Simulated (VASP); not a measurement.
Here is a VASP 6.6.1 calculation.

INCAR

```
PREC     = Accurate       # precision mode
ENCUT    = 520            # plane-wave cutoff, eV
EDIFF    = 1E-6           # SCF threshold, eV
ISMEAR   = 0              # smearing method
SIGMA    = 0.05           # smearing width, eV
LREAL    = False          # projectors in reciprocal space
LASPH    = True           # aspherical terms in the spheres
NELM     = 80             # most SCF steps
ALGO     = Normal         # electronic algorithm
ISIF     = 2              # what is computed and relaxed
LWAVE    = False          # write WAVECAR
LCHARG   = False          # write CHGCAR
GGA      = PE             # functional
NBANDS   = 27             # bands
```

File KPOINTS:

```
regular mesh
0
Gamma
  10 10 6
```

File POSCAR:

```
SbMo
1.0
    4.5403413296      0.0000000000      0.0000000000
   -2.2701706648      3.9320509332      0.0000000000
    0.0000000000      0.0000000000      5.3239615474
Mo Sb
2 2
Direct
    0.0000000000      0.0000000000      0.0000000000
    0.0000000000      0.0000000000      0.5000000000
    0.3333333333      0.6666666667      0.2500000000
    0.6666666667      0.3333333333      0.7500000000
```

Potentials or basis: VASP PAW PBE potentials, release 64 (Mo_sv, Sb).

The run is started by

```bash
$ cat potpaw_PBE.64/Mo_sv/POTCAR potpaw_PBE.64/Sb/POTCAR > POTCAR
$ mpirun -np 1 vasp_std > vasp.out
```

(1) What does it give for the band gap on the k mesh?

(2) What does it give for the pressure?

## Answers

(1) zero (band 19 reaches 8.72 eV, above the bottom of band 20 at 7.48 eV).

(2) -9.7 GPa.

Caveat: spin-orbit coupling is left out, which moves the levels of the heavy elements.
